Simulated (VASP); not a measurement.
# AgI (P6_3mc) in VASP: notebook, part 2 of 2

VASP 6.6.1. The steps go on from the part before.

### 4 Single point, r2SCAN (strain -5.0%)

POSCAR

```
AgI
1.0
    4.4183281557      0.0000000000      0.0000000000
   -2.2091640778      3.8263844251      0.0000000000
    0.0000000000      0.0000000000      7.2193318539
Ag I
2 2
Direct
    0.3333333333      0.6666666667      0.0002889657
    0.6666666667      0.3333333333      0.5002889657
    0.3333333333      0.6666666667      0.3747110343
    0.6666666667      0.3333333333      0.8747110343
```

INCAR.step1

```
PREC     = Accurate       # precision mode
ENCUT    = 550            # plane-wave cutoff, eV
ISMEAR   = 0              # smearing method
SIGMA    = 0.01           # smearing width, eV
LREAL    = F              # projectors in reciprocal space
LASPH    = T              # aspherical terms in the spheres
NELM     = 120            # most SCF steps
NBANDS   = 26             # bands
GGA      = PE             # functional
ALGO     = Normal         # electronic algorithm
EDIFF    = 1E-5           # SCF threshold, eV
LWAVE    = T              # write WAVECAR
LCHARG   = F              # write CHGCAR
GGA_COMPAT= F
```

INCAR.step2

```
PREC     = Accurate       # precision mode
ENCUT    = 550            # plane-wave cutoff, eV
EDIFF    = 1E-6           # SCF threshold, eV
ISMEAR   = 0              # smearing method
SIGMA    = 0.01           # smearing width, eV
LREAL    = F              # projectors in reciprocal space
LASPH    = T              # aspherical terms in the spheres
NELM     = 120            # most SCF steps
ALGO     = Normal         # electronic algorithm
ISIF     = 2              # what is computed and relaxed
LWAVE    = F              # write WAVECAR
LCHARG   = F              # write CHGCAR
METAGGA  = R2SCAN         # meta-GGA
LMIXTAU  = T            
NBANDS   = 26             # bands
ISTART   = 1            
GGA_COMPAT= F
```

KPOINTS

```
regular mesh
0
Gamma
  6 6 4
```

Potentials or basis: VASP PAW PBE potentials, release 64 (Ag, I).

On the command line:

```
$ cat potpaw_PBE.64/Ag/POTCAR potpaw_PBE.64/I/POTCAR > POTCAR
$ cp INCAR.step1 INCAR
$ mpirun -np 1 vasp_std > vasp.out
$ cp INCAR.step2 INCAR
$ mpirun -np 1 vasp_std > vasp.out
```

OUTCAR:

```text
PREC = Accurate
   ENCUT = 550
   EDIFF = 1E-6
   ISMEAR = 0
   LREAL = F
   LASPH = T
   NELM = 120
   ISIF = 2
   METAGGA = R2SCAN
   ISTART = 1

 ion  position               nearest neighbor table
   1  0.333  0.667  0.000-   3 2.70   4 2.71   4 2.71   4 2.71
   2  0.667  0.333  0.500-   4 2.70   3 2.71   3 2.71   3 2.71
   3  0.333  0.667  0.375-   1 2.70   2 2.71   2 2.71   2 2.71
   4  0.667  0.333  0.875-   2 2.70   1 2.71   1 2.71   1 2.71

  LATTYP: Found a hexagonal cell.
[... 805 lines left out ...]
  Direction    XX          YY          ZZ          XY          YZ          ZX
  --------------------------------------------------------------------------------------
  -------------------------------------------------------------------------------------
  Total        4.8954738      4.8954738      5.0956724      0.0000000      0.0000000      0.0000000
  in kB       64.2631103     64.2631103     66.8911267      0.0000000      0.0000000      0.0000000
  external PRESSURE =      65.1391157 kB  Pullay stress =       0.0000000 kB

 VOLUME and BASIS-vectors are now :
 -----------------------------------------------------------------------------
  energy-cutoff  :      550.00
  volume of cell :      122.05
      direct lattice vectors                 reciprocal lattice vectors
     4.418328156  0.000000000  0.000000000     0.226329952  0.130671659  0.000000000
    -2.209164078  3.826384425  0.000000000     0.000000000  0.261343318  0.000000000
     0.000000000  0.000000000  7.219331854     0.000000000  0.000000000  0.138516974

 POSITION                                       TOTAL-FORCE (eV/Angst)
 -----------------------------------------------------------------------------------
     -0.00000      2.55092      0.00209        -0.000000      0.000000     -0.002145
      2.20916      1.27546      3.61175         0.000000     -0.000000     -0.002145
     -0.00000      2.55092      2.70516         0.000000      0.000000      0.002145
      2.20916      1.27546      6.31483        -0.000000     -0.000000      0.002145
 -----------------------------------------------------------------------------------
    total drift:                               -0.000000      0.000000      0.000130

  FREE ENERGIE OF THE ION-ELECTRON SYSTEM (eV)
  ---------------------------------------------------
  free  energy   TOTEN  =       -92.7041899945 eV

  energy  without entropy=      -92.7041899945  energy(sigma->0) =      -92.70418999
```

OUTCAR.step1:

```text
PREC = Accurate
   ENCUT = 550
   ISMEAR = 0
   LREAL = F
[... 835 lines left out ...]
     -0.00000      2.55092      0.00209         0.000000     -0.000000     -0.005454
      2.20916      1.27546      3.61175        -0.000000      0.000000     -0.005454
     -0.00000      2.55092      2.70516        -0.000000     -0.000000      0.005454
      2.20916      1.27546      6.31483         0.000000      0.000000      0.005454
 -----------------------------------------------------------------------------------
    total drift:                               -0.000000      0.000000     -0.002041

  FREE ENERGIE OF THE ION-ELECTRON SYSTEM (eV)
  ---------------------------------------------------
  free  energy   TOTEN  =        -9.1374187390 eV

  energy  without entropy=       -9.1374187390  energy(sigma->0) =       -9.13741874
```

Wall time 3.3 min (1 thread of Intel Xeon Platinum 8259CL at 2.50GHz (Skylake/Cascade Lake), shared host); peak memory 0.31 GiB.

What came out:

| Property | Result |
| --- | --- |
| Free energy | -92.7042 eV |
| Pressure | 6.5 GPa |
| Band gap on the k mesh | 1.86 eV |

Forces on the atoms (eV/Å):
```
Ag   0.000  0.000 -0.002
Ag   0.000  0.000 -0.002
I    0.000  0.000  0.002
I    0.000  0.000  0.002
```

Stress tensor (GPa, compression positive):
```
6.43 0.00 0.00
0.00 6.43 0.00
0.00 0.00 6.69
```

Levels at points of the mesh, in eV from the valence-band top:
```
           k point  band 16  band 17  band 18  band 19  band 20  band 21
(0.00, 0.00, 0.00)    -0.09     0.00     0.00     1.86     2.98     5.98
(0.50, 0.00, 0.00)    -2.27    -1.33    -0.91     3.72     3.78     4.89
(0.00, 0.00, 0.50)    -0.48    -0.48    -0.48     3.14     3.14     6.02
(0.50, 0.00, 0.50)    -1.59    -1.56    -1.56     3.49     3.49     5.07
```

Caveat: the cell differs from its parent crystal (strain -5.0%); the cell stands under pressure; the PAW data sets were made with another functional, which shifts forces and pressure a little; spin-orbit coupling is left out, which moves the levels of the heavy elements.

### 5 Single point, r2SCAN (epitaxial xy strain -2.0%)

POSCAR

```
AgI
1.0
    4.5578543080      0.0000000000      0.0000000000
   -2.2789271540      3.9472176175      0.0000000000
    0.0000000000      0.0000000000      7.7814807230
Ag I
2 2
Direct
    0.3333333333      0.6666666667      0.0061068244
    0.6666666667      0.3333333333      0.5061068244
    0.3333333333      0.6666666667      0.3688931756
    0.6666666667      0.3333333333      0.8688931756
```

INCAR.step1

```
SYSTEM = AgI
  PREC = Accurate
  ENCUT = 550
  ISMEAR = 0
  SIGMA = 0.01
  LREAL = .FALSE.
  LASPH = .TRUE.
  NELM = 120
  NBANDS = 26
  GGA = PE
  ALGO = Normal
  EDIFF = 1E-5
  LWAVE = .TRUE.
  LCHARG = .FALSE.
  GGA_COMPAT = .FALSE.
```

INCAR.step2

```
SYSTEM = AgI
  PREC = Accurate
  ENCUT = 550
  EDIFF = 1E-6
  ISMEAR = 0
  SIGMA = 0.01
  LREAL = .FALSE.
  LASPH = .TRUE.
  NELM = 120
  ALGO = Normal
  ISIF = 2
  LWAVE = .FALSE.
  LCHARG = .FALSE.
  METAGGA = R2SCAN
  LMIXTAU = .TRUE.
  NBANDS = 26
  ISTART = 1
  GGA_COMPAT = .FALSE.
```

KPOINTS

```
Automatic mesh
0
G
  6 6 4
  0 0 0
```

On the command line:

```
$ cat potpaw_PBE.64/Ag/POTCAR potpaw_PBE.64/I/POTCAR > POTCAR
$ cp INCAR.step1 INCAR
$ mpirun -np 1 vasp_std > vasp.out
$ cp INCAR.step2 INCAR
$ mpirun -np 1 vasp_std > vasp.out
```

It took 4.1 min on 1 thread of Intel Xeon Platinum 8259CL at 2.50GHz (Skylake/Cascade Lake), shared host; peak memory 0.33 GiB.

Results (log left out):

| Quantity | Value |
| --- | --- |
| Free energy | -93.0418 eV |
| Pressure | 0.3 GPa |
| Band gap on the k mesh | 1.79 eV |

Stress tensor (GPa, compression positive):
```
 0.53  0.00  0.00
 0.00  0.53  0.00
 0.00  0.00 -0.14
```

Levels at points of the mesh, in eV from the valence-band top:
```csv
k point,band 16,band 17,band 18,band 19,band 20,band 21
"(0.00, 0.00, 0.00)",-0.10,0.00,0.00,1.79,3.36,6.13
"(0.50, 0.00, 0.00)",-1.70,-1.09,-0.62,3.70,4.11,4.98
"(0.00, 0.00, 0.50)",-0.36,-0.36,-0.36,3.18,3.18,5.96
"(0.50, 0.00, 0.50)",-1.31,-1.15,-1.15,3.55,3.55,5.30
```

Caveat: the cell differs from its parent crystal (epitaxial xy strain -2.0%); the PAW data sets were made with another functional, which shifts forces and pressure a little; spin-orbit coupling is left out, which moves the levels of the heavy elements.

### 6 Summary

| level | cell | cutoff (eV) | smearing | gap on the mesh (eV) | pressure (GPa) |
| --- | --- | --- | --- | --- | --- |
| PBE | a = 4.651, b = 4.651, c = 7.599 Å, angles 90.0, 90.0, 120.0°, 4 atoms, atomic positions A | 500 | fermi-dirac 0.02 eV | 1.37 | 0.6 |
| PBE | a = 4.721, b = 4.721, c = 7.463 Å, angles 90.0, 90.0, 120.0°, 4 atoms, atomic positions B | 500 | fermi-dirac 0.02 eV | 1.39 | 0.2 |
| r2SCAN | a = 4.418, b = 4.418, c = 7.219 Å, angles 90.0, 90.0, 120.0°, 4 atoms, atomic positions A | 550 | gaussian 0.01 eV | 1.86 | 6.5 |
| r2SCAN | a = 4.558, b = 4.558, c = 7.781 Å, angles 90.0, 90.0, 120.0°, 4 atoms, atomic positions C | 550 | gaussian 0.01 eV | 1.79 | 0.3 |

Alike in all rows: task single point; potentials or basis VASP PAW PBE potentials, release 64 (Ag, I); no spin polarisation; k mesh 6 × 6 × 4.

Caveats: spin-orbit coupling is left out, which moves the levels of the heavy elements; the PAW data sets were made with another functional, which shifts forces and pressure a little (at least some runs); the cell stands under pressure (at least some runs).

Total energies depend on the potentials used, so only differences within one code and one set of settings carry meaning.
